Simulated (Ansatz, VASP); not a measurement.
# RbCl in VASP and in Ansatz

```
CELL_PARAMETERS angstrom
0.00409 3.27400 3.27400
3.27400 0.00409 3.27400
3.27809 3.27809 0.00000
ATOMIC_POSITIONS crystal
Rb 0.00000 0.00000 0.00000
Cl 0.50000 0.50000 0.50000
```

Change from the starting cell: strain +0.0025 x Voigt [0, 0, 0, 0, 0, 1], atoms carried along.

Alike in both runs: task single point; functional PBE; k mesh 6 × 6 × 6; occupations gaussian, width 0.05 eV; no spin polarisation.

|  | VASP | Ansatz |
| --- | --- | --- |
| version | VASP 6.6.1 | Ansatz 0.2.0 |
| potentials or method | VASP PAW PBE potentials, release 64 (Rb_sv, Cl), cutoff 500 eV | scalar-relativistic, plane waves, PAW |
| valence electrons in the cell | 16 | 16 |

```csv
,VASP,Ansatz,Ansatz less VASP
gap on the k mesh at the Fermi level (eV),5.05,5.05,+0.003
least direct gap on the mesh (eV),5.05,5.05,+0.003
pressure (GPa),1.2,1.2,0.00
```
